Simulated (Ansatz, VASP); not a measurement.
BP: VASP beside Ansatz

```
B P
1.0
     3.18703    0.00000    0.00000
     1.59352    2.76005    0.00000
     1.59352    0.92002    2.60220
B P
1 1
Direct
  0.00000 0.00000 0.00000
  0.25000 0.25000 0.25000
```

Alike in both runs: functional PBE; dispersion D3(BJ); k mesh 8 × 8 × 8; no spin polarisation.

Ansatz relaxed the structure, and its values are those at the end. VASP's run is a single point on that final structure, the one shown.

```csv
,VASP,Ansatz
version,VASP 6.6.1,Ansatz 0.2.0
potentials or method,"VASP PAW PBE potentials, release 64 (B, P), cutoff 520 eV","plane waves, PAW"
occupations,"gaussian, width 0.01 eV",fixed
valence electrons in the cell,8,8
```

|  | VASP | Ansatz | Ansatz less VASP |
| --- | --- | --- | --- |
| pressure (GPa) | -0.2 | 0.0 | +0.25 |

Ansatz's warnings: stress scf threshold loose.
